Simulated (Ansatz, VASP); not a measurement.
**Two plane-wave programs on PtSe2**

```
Pt Se
1.0
     3.71709    0.00000    0.00000
    -1.85855    3.21910    0.00000
     0.00000    0.00000    5.83086
Pt Se
1 2
Direct
  0.00000 0.00000 0.00000
  0.33333 0.66667 0.22491
  0.66667 0.33333 0.77509
```

Alike in both runs: functional r2SCAN; k mesh 14 × 14 × 10; occupations gaussian, width 0.02 eV; no spin polarisation.

Ansatz relaxed the structure, and its values are those at the end. VASP's run is a single point on that final structure, the one shown.

```csv
,VASP,Ansatz
version,VASP 6.6.1,Ansatz 0.2.0
potentials or method,"VASP PAW PBE potentials, release 64 (Pt, Se)","scalar-relativistic, plane waves, PAW"
plane-wave cutoff (eV),520,500
valence electrons in the cell,22,50
```

VASP gave:

* gap on the k mesh at the Fermi level (eV): 0.58
* least direct gap on the mesh (eV): 0.99
* pressure (GPa): 0.1
* rms of the force components (eV/Å): 0.005

Task: What did Ansatz give for the same quantities?

Result: gap on the k mesh at the Fermi level (eV): 0.59; least direct gap on the mesh (eV): 1.00; pressure (GPa): 0.0; rms of the force components (eV/Å): 0.000.

VASP's potentials were made for PBE, not for r2SCAN. With one functional, cell and mesh, what is left measures potentials, basis and numerics. VASP's potentials hold 22 valence electrons a cell and Ansatz's 50, so a difference there can come from the potentials and not from the codes.

Neither program's run includes spin-orbit coupling.
